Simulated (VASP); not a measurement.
# VN (rocksalt type) (Fm-3m) in VASP: a series of runs

Runs on VN (rocksalt type). Level: PBEsol. Tasks: single point.

Everything below comes from runs of VASP 6.6.1. Logs are shortened: lines on timing, memory, paths and dates and some standing lists are left out, and cuts for length are marked.

**1. The cell of the first run**

Symmetry: Fm-3m, No. 225, cubic system. Conventional cell: a = 3.991 Å, b = 3.991 Å, c = 3.991 Å, α = 90.00°, β = 90.00°, γ = 90.00°. V (site symmetry m-3m) has 6 N at 2.00 Å within 2.6 Å. Within 2.6 Å of N (site symmetry m-3m) lie 6 V at 2.00 Å.

**2. Single point, PBEsol (volume scaled by 0.94)**

Contents of INCAR:

```
SYSTEM = VN
ALGO = Normal
EDIFF = 1E-6
ENCUT = 600
GGA = PS
GGA_COMPAT = .FALSE.
ISIF = 2
ISMEAR = -1
LASPH = .TRUE.
LCHARG = .FALSE.
LREAL = .FALSE.
LWAVE = .FALSE.
NBANDS = 16
NELM = 120
PREC = Accurate
SIGMA = 0.1
```

Contents of KPOINTS:

```
k-points
0
G
  17 17 17
  0 0 0
```

Contents of POSCAR:

```
VN
1.0
    0.0000000000      1.9956197710      1.9956197710
    1.9956197710      0.0000000000      1.9956197710
    1.9956197710      1.9956197710      0.0000000000
V N
1 1
Direct
    0.0000000000      0.0000000000      0.0000000000
    0.5000000000      0.5000000000      0.5000000000
```

Potentials or basis: VASP PAW PBE potentials, release 64 (V_sv, N).

On the command line:

```bash
$ cat potpaw_PBE.64/V_sv/POTCAR potpaw_PBE.64/N/POTCAR > POTCAR
$ mpirun -np 1 vasp_std > vasp.out
```

OUTCAR:

```text
SYSTEM = VN
   EDIFF = 1E-6
   ENCUT = 600
   GGA = PS
   ISIF = 2
   ISMEAR = -1
   LASPH = .TRUE.
   LREAL = .FALSE.
   NELM = 120
   PREC = Accurate

 ion  position               nearest neighbor table
   1  0.000  0.000  0.000-   2 2.00   2 2.00   2 2.00   2 2.00   2 2.00   2 2.00
   2  0.500  0.500  0.500-   1 2.00   1 2.00   1 2.00   1 2.00   1 2.00   1 2.00

  LATTYP: Found a face centered cubic cell.
 ALAT       =     3.9912395420

  Lattice vectors:

 A1 = (   0.0000000000,   1.9956197710,   1.9956197710)
 A2 = (   1.9956197710,   0.0000000000,   1.9956197710)
 A3 = (   1.9956197710,   1.9956197710,   0.0000000000)

Analysis of symmetry for initial positions (statically):
=====================================================================
 Subroutine PRICEL returns:
 Original cell was already a primitive cell.

 Routine SETGRP: Setting up the symmetry group for a
 face centered cubic supercell.

 Subroutine GETGRP returns: Found 48 space group operations
 (whereof 48 operations were pure point group operations)
 out of a pool of 48 trial point group operations.

The static configuration has the point symmetry O_h .

Analysis of symmetry for dynamics (positions and initial velocities):
=====================================================================
 Subroutine PRICEL returns:
 Original cell was already a primitive cell.

 Routine SETGRP: Setting up the symmetry group for a
 face centered cubic supercell.

 Subroutine GETGRP returns: Found 48 space group operations
 (whereof 48 operations were pure point group operations)
 out of a pool of 48 trial point group operations.

The dynamic configuration has the point symmetry O_h .

 Subroutine INISYM returns: Found 48 space group operations
 (whereof 48 operations are pure point group operations),
 and found     1 'primitive' translations

----------------------------------------------------------------------------------------

                                     Primitive cell

  volume of cell :      15.8951

  direct lattice vectors                    reciprocal lattice vectors
     0.000000000  1.995619771  1.995619771    -0.250548730  0.250548730  0.250548730
     1.995619771  0.000000000  1.995619771     0.250548730 -0.250548730  0.250548730
     1.995619771  1.995619771  0.000000000     0.250548730  0.250548730 -0.250548730

  length of vectors
     2.822232545  2.822232545  2.822232545     0.433963131  0.433963131  0.433963131

  position of ions in fractional coordinates (direct lattice)
     0.000000000  0.000000000  0.000000000
     0.500000000  0.500000000  0.500000000

  ion indices of the primitive-cell ions
   primitive index   ion index
                 1           1
                 2           2

----------------------------------------------------------------------------------------

 KPOINTS: k-points

Automatic generation of k-mesh.
 Grid dimensions read from file:
 generate k-points for:   17   17   17

 Generating k-lattice:

  Cartesian coordinates                     Fractional coordinates (reciprocal lattice)
    -0.014738161  0.014738161  0.014738161     0.058823529  0.000000000  0.000000000
     0.014738161 -0.014738161  0.014738161     0.000000000  0.058823529  0.000000000
     0.014738161  0.014738161 -0.014738161     0.000000000  0.000000000  0.058823529

  Length of vectors
     0.025527243  0.025527243  0.025527243

  Shift w.r.t. Gamma in fractional coordinates (k-lattice)
     0.000000000  0.000000000  0.000000000

 Subroutine IBZKPT returns following result:
 ===========================================

 Found    165 irreducible k-points:

 Following reciprocal coordinates:
            Coordinates               Weight
  0.000000  0.000000  0.000000      1.000000
  0.058824  0.000000  0.000000      8.000000
  0.117647  0.000000  0.000000      8.000000
  0.176471  0.000000  0.000000      8.000000
  0.235294  0.000000  0.000000      8.000000
  0.294118  0.000000  0.000000      8.000000
[... 16 lines left out ...]
 -0.176471  0.058824  0.000000     24.000000
 -0.117647  0.058824  0.000000     24.000000
 [... further k-points ...]
   k-points           NKPTS =    165   k-points in BZ     NKDIM =    165   number of bands    NBANDS=     16
   number of dos      NEDOS =    301   number of ions     NIONS =      2
   total plane-waves  NPLWV =  13824
   dimension x,y,z NGX =    24 NGY =   24 NGZ =   24
   dimension x,y,z NGXF=    48 NGYF=   48 NGZF=   48
   ions per type =               1   1
   NGX,Y,Z   is equivalent  to a cutoff of  14.14, 14.14, 14.14 a.u.
   NGXF,Y,Z  is equivalent  to a cutoff of  28.27, 28.27, 28.27 a.u.
 SYSTEM =  VN
   PREC   = accura    normal or accurate (medium, high low for compatibility)
   ISTART =      0    job   : 0-new  1-cont  2-samecut
   ICHARG =      2    charge: 1-file 2-atom 10-const
   ISPIN  =      1    spin polarized calculation?
   LNONCOLLINEAR =      F non collinear calculations
   LSORBIT =      F    spin-orbit coupling
   LASPH  =      T    aspherical Exc in radial PAW
   ENCUT  =  600.0 eV  44.10 Ry    6.64 a.u.   5.64  5.64  5.64*2*pi/ulx,y,z
   NELM   =    120;   NELMIN=  2; NELMDL= -5     # of ELM steps
   EDIFF  = 0.1E-05   stopping-criterion for ELM
   LREAL  =      F    real-space projection
   EDIFFG = 0.1E-04   stopping-criterion for IOM
   NSW    =      0    number of steps for IOM
   IBRION =     -1    ionic relax: 0-MD 1-quasi-New 2-CG
   NFREE  =      0    steps in history (QN), initial steepest desc. (CG)
   ISIF   =      2    stress and relaxation
   ISYM   =      2    0-nonsym 1-usesym 2-fastsym
   POTIM  = 0.5000    time-step for ionic-motion
   TEBEG  =    0.0;   TEEND  =   0.0 temperature during run
   PSTRESS=    0.0 pullay stress
   NELECT =      18.0000    total number of electrons
   NUPDOWN=      -1.0000    fix difference up-down
   EMIN   =  10.00;   EMAX   =-10.00  energy-range for DOS
   EFERMI =   0.00;   METHOD = LEGACY
   ISMEAR =    -1;   SIGMA  =   0.10  broadening in eV -4-tet -1-fermi 0-gaus
   EFERMI_NEDOS =   21; number of points for ismear=-14 and -15
   IALGO  =     38    algorithm
   IMIX   =      4    mixing-type and parameters
     AMIX     =   0.40;   BMIX     =  1.00
     AMIX_MAG =   1.60;   BMIX_MAG =  1.00
  volume/ion in A,a.u.               =       7.95        53.63
  Fermi-wavevector in a.u.,A,eV,Ry     =   1.706388  3.224606 39.616915  2.911761
  Thomas-Fermi vector in A             =   2.785434
   LORBIT       =      0    0 simple, 1 ext, 2 COOP (PROOUT), +10 PAW based schemes
   GGA     = PS    functional components
   LHFCALC =     F    Hartree Fock is set to
   AEXX    =    0.0000 exact exchange contribution
   IVDW    =     0    specifies the selected vdW correction
   LEPSILON=     F    determine dielectric tensor
   LRPA    =     F    only Hartree local field effects (RPA)
 non-spin polarized calculation
  energy-cutoff  :      600.00
  volume of cell :       15.90
 maximum number of plane-waves:       544
   NGX = 11   NGY = 11   NGZ = 11

 number of electron      17.9999994 magnetization

 Free energy of the ion-electron system (eV)
  ---------------------------------------------------
  ext. energy  EPLUGINS =         0.00000000
  ---------------------------------------------------
  free energy    TOTEN  =       -20.51033331 eV

  energy without entropy =      -20.46170823  energy(sigma->0) =      -20.48602077

 E-fermi :  13.3502     XC(G=0): -14.3777

 val. band max:       13.3484917140   @ k =   0.1765   0.1176   0.0000
 cond. band min:      13.3502082068   @ k =  -0.1176   0.1765   0.0588
 fundamental gap:      0.0017164929
 Fermi energy:        13.3501776844

 k-point     1 :       0.0000    0.0000    0.0000
  band No.  band energies     occupation
      1     -51.8275      2.00000
      2     -25.5063      2.00000
      3     -25.5063      2.00000
      4     -25.5063      2.00000
      5      -5.3366      2.00000
      6      10.9339      2.00000
[... 8 lines left out ...]
     15      27.4561      0.00000
     16      34.4312      0.00000

 k-point     2 :       0.0588    0.0000    0.0000
  band No.  band energies     occupation
      1     -51.8236      2.00000
      2     -25.5318      2.00000
      3     -25.5085      2.00000
      4     -25.5085      2.00000
      5      -5.2533      2.00000
      6      10.3067      2.00000
[... 8 lines left out ...]
     15      27.4910      0.00000
     16      34.3401      0.00000

 k-point     3 :       0.1176    0.0000    0.0000
  band No.  band energies     occupation
      1     -51.8124      2.00000
      2     -25.6042      2.00000
      3     -25.5147      2.00000
      4     -25.5147      2.00000
      5      -5.0096      2.00000
      6       9.2881      2.00000
[... 8 lines left out ...]
     15      27.5041      0.00000
     16      34.0157      0.00000

 k-point     4 :       0.1765    0.0000    0.0000
  band No.  band energies     occupation
      1     -51.7955      2.00000
      2     -25.7127      2.00000
      3     -25.5241      2.00000
      4     -25.5241      2.00000
      5      -4.6238      2.00000
      6       8.1556      2.00000
[... 8 lines left out ...]
     15      27.3532      0.00000
     16      33.3593      0.00000

 k-point     5 :       0.2353    0.0000    0.0000
  band No.  band energies     occupation
      1     -51.7749      2.00000
      2     -25.8413      2.00000
      3     -25.5354      2.00000
      4     -25.5354      2.00000
      5      -4.1253      2.00000
      6       7.0009      2.00000
[... 8 lines left out ...]
     15      27.1572      0.00000
     16      32.3796      0.00000

 k-point     6 :       0.2941    0.0000    0.0000
  band No.  band energies     occupation
      1     -51.7535      2.00000
      2     -25.9721      2.00000
      3     -25.5471      2.00000
      4     -25.5471      2.00000
      5      -3.5553      2.00000
      6       5.8965      2.00000
[... 8 lines left out ...]
     15      27.2722      0.00000
     16      31.2521      0.00000

 k-point     7 :       0.3529    0.0000    0.0000
  band No.  band energies     occupation
      1     -51.7343      2.00000
      2     -26.0876      2.00000
      3     -25.5575      2.00000
      4     -25.5575      2.00000
      5      -2.9719      2.00000
      6       4.9129      2.00000
[... 8 lines left out ...]
     15      27.7666      0.00000
     16      30.1856      0.00000

 k-point     8 :       0.4118    0.0000    0.0000
  band No.  band energies     occupation
      1     -51.7197      2.00000
      2     -26.1735      2.00000
      3     -25.5654      2.00000
      4     -25.5654      2.00000
      5      -2.4617      2.00000
      6       4.1383      2.00000
[... 8 lines left out ...]
     15      28.3545      0.00000
     16      29.3532      0.00000

 k-point     9 :       0.4706    0.0000    0.0000
  band No.  band energies     occupation
      1     -51.7120      2.00000
      2     -26.2192      2.00000
      3     -25.5696      2.00000
      4     -25.5696      2.00000
      5      -2.1485      2.00000
      6       3.6938      2.00000
[... 8 lines left out ...]
     15      28.7372      0.00000
     16      28.8934      0.00000
[... 172 lines left out ...]
 k-point    19 :      -0.4118    0.0588    0.0000
  band No.  band energies     occupation
      1     -51.7146      2.00000
      2     -26.1851      2.00000
      3     -25.5891      2.00000
      4     -25.5659      2.00000
      5      -2.3491      2.00000
      6       4.0138      2.00000
[... 8 lines left out ...]
     15      28.2877      0.00000
     16      29.1050      0.00000

 k-point    20 :      -0.3529    0.0588    0.0000
  band No.  band energies     occupation
      1     -51.7269      2.00000
      2     -26.1137      2.00000
      3     -25.5859      2.00000
      4     -25.5551      2.00000
      5      -2.7862      2.00000
      6       4.6525      2.00000
[... 8 lines left out ...]
     15      27.8316      0.00000
     16      29.6325      0.00000

 k-point    21 :      -0.2941    0.0588    0.0000
  band No.  band energies     occupation
      1     -51.7445      2.00000
      2     -26.0097      2.00000
      3     -25.5780      2.00000
      4     -25.5425      2.00000
      5      -3.3347      2.00000
      6       5.5259      2.00000
[... 8 lines left out ...]
     15      27.3257      0.00000
     16      30.4426      0.00000

 k-point    22 :      -0.2353    0.0588    0.0000
  band No.  band energies     occupation
      1     -51.7652      2.00000
      2     -25.8861      2.00000
      3     -25.5664      2.00000
      4     -25.5298      2.00000
      5      -3.8987      2.00000
      6       6.5353      2.00000
[... 8 lines left out ...]
     15      27.1130      0.00000
     16      31.3700      0.00000

 k-point    23 :      -0.1765    0.0588    0.0000
  band No.  band energies     occupation
      1     -51.7860      2.00000
      2     -25.7593      2.00000
      3     -25.5524      2.00000
      4     -25.5188      2.00000
      5      -4.4127      2.00000
      6       7.6033      2.00000
[... 8 lines left out ...]
     15      27.2717      0.00000
     16      32.2777      0.00000

 k-point    24 :      -0.1176    0.0588    0.0000
  band No.  band energies     occupation
      1     -51.8042      2.00000
      2     -25.6471      2.00000
      3     -25.5376      2.00000
      4     -25.5109      2.00000
      5      -4.8301      2.00000
      6       8.6598      2.00000
[... 8 lines left out ...]
     15      27.4825      0.00000
     16      33.0851      0.00000

 [... further k-points ...]

------------------------ aborting loop because EDIFF is reached ----------------------------------------

  FORCE on cell =-STRESS in cart. coord.  units (eV):
  Direction    XX          YY          ZZ          XY          YZ          ZX
  --------------------------------------------------------------------------------------
  -------------------------------------------------------------------------------------
  Total        2.4713375      2.4713375      2.4713375      0.0000000      0.0000000      0.0000000
  in kB      249.1031723    249.1031723    249.1031723      0.0000000      0.0000000      0.0000000
  external PRESSURE =     249.1031723 kB  Pullay stress =       0.0000000 kB

 VOLUME and BASIS-vectors are now :
 -----------------------------------------------------------------------------
  energy-cutoff  :      600.00
  volume of cell :       15.90
      direct lattice vectors                 reciprocal lattice vectors
     0.000000000  1.995619771  1.995619771    -0.250548730  0.250548730  0.250548730
     1.995619771  0.000000000  1.995619771     0.250548730 -0.250548730  0.250548730
     1.995619771  1.995619771  0.000000000     0.250548730  0.250548730 -0.250548730

 POSITION                                       TOTAL-FORCE (eV/Angst)
 -----------------------------------------------------------------------------------
      0.00000      0.00000      0.00000         0.000000      0.000000      0.000000
      1.99562      1.99562      1.99562         0.000000      0.000000      0.000000
 -----------------------------------------------------------------------------------
    total drift:                                0.000000     -0.000000     -0.000000

  FREE ENERGIE OF THE ION-ELECTRON SYSTEM (eV)
  ---------------------------------------------------
  free  energy   TOTEN  =       -20.5103333104 eV

  energy  without entropy=      -20.4617082293  energy(sigma->0) =      -20.48602077
```

Run time: 17 s. Hardware: 1 thread of Intel Xeon 6975P-C (Granite Rapids), shared host; peak memory 0.17 GiB.

Results:

```
Free energy            : -20.5103 eV
Pressure               : 24.9 GPa
Band gap on the k mesh : zero (band 9 reaches 14.05 eV, above the bottom of band 10 at 11.56 eV)
```

Levels at points of the mesh, in eV from the Fermi level:
| k point | band 7 | band 8 | band 9 | band 10 | band 11 | band 12 |
| --- | --- | --- | --- | --- | --- | --- |
| (0.00, 0.00, 0.00) | -2.42 | -2.42 | -1.79 | -1.79 | -1.79 | -0.56 |

Caveat: the cell differs from its parent crystal (volume scaled by 0.94); the PAW data sets were made with another functional, which shifts forces and pressure a little; the run has no spin polarisation, though such a crystal can be magnetic.

**3. Single point, PBEsol**

This run uses another cell than the first one, of 8.45 Å³/atom, 1.064 times its volume.

Contents of INCAR:

```
PREC     = Accurate       # precision mode
ENCUT    = 600            # plane-wave cutoff, eV
EDIFF    = 1E-6           # SCF threshold, eV
ISMEAR   = -1             # smearing method
SIGMA    = 0.1            # smearing width, eV
LREAL    = F              # projectors in reciprocal space
LASPH    = T              # aspherical terms in the spheres
NELM     = 120            # most SCF steps
ALGO     = Normal         # electronic algorithm
ISIF     = 2              # what is computed and relaxed
LWAVE    = F              # write WAVECAR
LCHARG   = T              # write CHGCAR
GGA      = PS             # functional
LELF     = T              # ELF
LVHAR    = T            
NBANDS   = 16             # bands
GGA_COMPAT= F
```

Contents of KPOINTS:

```
regular mesh
0
Gamma
  17 17 17
```

Contents of POSCAR:

```
VN
1.0
    0.0000000000      2.0372070951      2.0372070951
    2.0372070951      0.0000000000      2.0372070951
    2.0372070951      2.0372070951      0.0000000000
V N
1 1
Direct
    0.0000000000      0.0000000000      0.0000000000
    0.5000000000      0.5000000000      0.5000000000
```

Potentials or basis: VASP PAW PBE potentials, release 64 (V_sv, N).

On the command line:

```bash
$ cat potpaw_PBE.64/V_sv/POTCAR potpaw_PBE.64/N/POTCAR > POTCAR
$ mpirun -np 1 vasp_std > vasp.out
```

It took 17 s on 1 thread of Intel Xeon 6975P-C (Granite Rapids), shared host; peak memory 0.18 GiB.

It converged, with:

- Free energy: -20.5894 eV
- Pressure: 0.5 GPa
- Band gap on the k mesh: zero (band 9 reaches 12.99 eV, above the bottom of band 10 at 10.74 eV)

Levels at points of the mesh, in eV from the Fermi level:
| k point | band 5 | band 6 | band 7 | band 8 | band 9 | band 10 | band 11 | band 12 | band 13 | band 14 |
| --- | --- | --- | --- | --- | --- | --- | --- | --- | --- | --- |
| (0.00, 0.00, 0.00) | -18.19 | -2.28 | -2.28 | -2.28 | -1.62 | -1.62 | -1.62 | -0.51 | -0.51 | 6.36 |

Caveat: the PAW data sets were made with another functional, which shifts forces and pressure a little; the run has no spin polarisation, though such a crystal can be magnetic. With open d or f shells a metallic result of PBEsol can be an artefact of self-interaction; +U or a hybrid may open a gap.
